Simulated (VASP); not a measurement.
Write the native input for VASP 6.6.1 that does the following.

```yaml
Task: single point
Functional: BLYP
Potentials_or_basis: VASP PAW PBE potentials, release 64 (Ir_sv_GW)
Cutoff: 560 eV
k_mesh: 14 × 14 × 14
Occupations: fermi-dirac, width 0.05 eV
Spin: collinear spin
Starting_moments: "[1.0] μB"
Dipole_correction: no
Further_INCAR_settings: ALGO = Normal; EDIFF = 1e-06; NBANDS = 18
```

The structure of Ir lies in POSCAR:

```
Ir
1.0
    0.0000000000      1.9683987098      1.9683987098
    1.9683987098      0.0000000000      1.9683987098
    1.9683987098      1.9683987098      0.0000000000
Ir
1
Direct
    0.0000000000      0.0000000000      0.0000000000
```

The input as run:

INCAR

```
SYSTEM = Ir
AGGAC = 1.0
AGGAX = 1.0
ALDAC = 0.0
ALDAX = 1.0
ALGO = Normal
EDIFF = 1E-6
ENCUT = 560
GGA = B5
GGA_COMPAT = .False.
ISIF = 2
ISMEAR = -1
ISPIN = 2
LASPH = .True.
LCHARG = .False.
LMAXMIX = 4
LORBIT = 11
LREAL = .False.
LWAVE = .False.
MAGMOM = 1
NBANDS = 18
NELM = 200
PREC = Accurate
SIGMA = 0.05
```

KPOINTS

```
k-points
0
Gamma
  14 14 14
  0 0 0
```

Potentials or basis: VASP PAW PBE potentials, release 64 (Ir_sv_GW).

Launch:

```bash
$ cat potpaw_PBE.64/Ir_sv_GW/POTCAR > POTCAR
$ mpirun -np 1 vasp_std > vasp.out
```

It gave:

The pressure is -0.2 GPa, the net moment is 0.00 μB per cell and the valence electrons inside the program's atomic spheres are Ir 16.56.

Caveat: the PAW data sets were made with another functional, which shifts forces and pressure a little.

It took 53 s on 1 thread of Intel(R) Xeon(R) Platinum 8259CL CPU @ 2.50GHz (Skylake/Cascade Lake) (shared host), peak memory 0.19 GiB.
